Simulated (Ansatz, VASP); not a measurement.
AgCl: VASP beside Ansatz

```
CELL_PARAMETERS angstrom
0.00000 2.99325 2.99325
2.99325 0.00000 2.99325
2.99325 2.99325 0.00000
ATOMIC_POSITIONS crystal
Ag 0.00000 0.00000 0.00000
Cl 0.25000 0.25000 0.25000
```

Alike in both runs: task single point; functional PBE-based screened hybrid; k mesh 4 × 4 × 4; no spin polarisation.

|  | VASP | Ansatz |
| --- | --- | --- |
| version | VASP 6.6.1 | Ansatz 0.2.0 |
| potentials or method | VASP PAW PBE potentials, release 64 (Ag, Cl) | plane waves |
| plane-wave cutoff (eV) | 520 | 420 |
| occupations | gaussian, width 0.01 eV | fixed |
| valence electrons in the cell | 18 | 26 |

```tsv
	VASP	Ansatz	Ansatz less VASP
gap on the k mesh at the Fermi level (eV)	3.30	3.32	+0.022
pressure (GPa)	0.9	1.1	+0.16
```

VASP's potentials were made for PBE, not for PBE-based screened hybrid. VASP's potentials hold 18 valence electrons a cell and Ansatz's 26, so a difference there can come from the potentials and not from the codes. Ansatz's warnings: stress exchange threshold loose, stress scf threshold loose.

The k mesh is coarse, so the values compare programs but aren't converged.
